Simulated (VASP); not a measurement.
Input of a VASP 6.6.1 run:

Contents of POSCAR:

```
Si
1.0
   -3.2275097648      3.2275097648      1.9218805215
    3.2275097648     -3.2275097648      1.9218805215
    3.2275097648      3.2275097648     -1.9218805215
Si
4
Direct
    0.1787531995      0.1787531995      0.3575063991
    0.8212468005      0.8212468005      0.6424936010
    0.1787531995      0.8212468005      0.0000000000
    0.8212468005      0.1787531995      0.0000000000
```

The input INCAR.step1:

```
SYSTEM = Si
PREC = Accurate
ENCUT = 520
ISMEAR = 0
SIGMA = 0.05
LREAL = .False.
LASPH = .True.
NELM = 80
NBANDS = 16
GGA = PE
ALGO = Normal
EDIFF = 1E-4
LWAVE = .True.
LCHARG = .False.
```

Contents of INCAR.step2:

```
SYSTEM = Si
PREC = Accurate
ENCUT = 520
EDIFF = 1E-7
ISMEAR = 0
SIGMA = 0.05
LREAL = .False.
LASPH = .True.
NELM = 80
ALGO = Normal
ISIF = 2
LWAVE = .False.
LCHARG = .True.
METAGGA = R2SCAN
LMIXTAU = .True.
LELF = .True.
LVHAR = .True.
NBANDS = 16
ISTART = 1
```

KPOINTS

```
regular mesh
0
Gamma
  10 10 10
  0 0 0
```

Potentials or basis: VASP PAW PBE potentials, release 64 (Si).

Launch:

```console
$ cat potpaw_PBE.64/Si/POTCAR > POTCAR
$ cp INCAR.step1 INCAR
$ mpirun -np 1 vasp_std > vasp.out
$ cp INCAR.step2 INCAR
$ mpirun -np 1 vasp_std > vasp.out
```

(1) What does it give for the pressure?

(2) Estimate the largest force.

(3) What does it give for the band gap on the k mesh?

Answers

(1) 5.9 GPa.

(2) 0.531 eV/Å.

(3) 0.14 eV.

Caveat: the cell differs from its parent crystal (strain -0.030 along x and y, +0.000 along z); the cell stands under pressure; the PAW data sets were made with another functional, which shifts forces and pressure a little.
